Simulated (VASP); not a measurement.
A run of VASP 6.6.1 is set up as follows.

The input INCAR:

```
ALGO = Normal
EDIFF = 1E-6
EDIFFG = -0.01
ENCUT = 600
GGA = PE
IBRION = 2
ISIF = 3
ISMEAR = 0
LASPH = T
LCHARG = F
LREAL = F
LWAVE = F
NELM = 60
NSW = 100
PREC = Accurate
SIGMA = 0.1
```

KPOINTS

```
k-points
0
Gamma
  14 14 6
```

The input POSCAR:

```
Sb2S
1.0
    3.1072160674      0.0000000000      0.0000000000
    0.0000000000      3.1072160674      0.0000000000
    0.0000000000      0.0000000000      8.4036864851
Sb S
2 1
Direct
    0.5000000000      0.5000000000      0.3103099257
    0.5000000000      0.5000000000      0.6896900743
    0.5000000000      0.5000000000      0.0000000000
```

Potentials or basis: VASP PAW PBE potentials, release 64 (Sb, S).

The run is started by

```console
$ cat potpaw_PBE.64/Sb/POTCAR potpaw_PBE.64/S/POTCAR > POTCAR
$ mpirun -np 1 vasp_std > vasp.out
```

(1) Predict the band gap on the k mesh.

(2) What does it give for the relaxed cell?

(3) Estimate the relaxed volume.

Answers

(1) zero (bands 8 and 9 overlap by 6.08 eV).

(2) a = 3.074 Å, b = 3.074 Å, c = 8.464 Å, α = 90.00°, β = 90.00°, γ = 90.00°.

(3) 26.66 Å³/atom.

Caveat: spin-orbit coupling is left out, which moves the levels of the heavy elements.
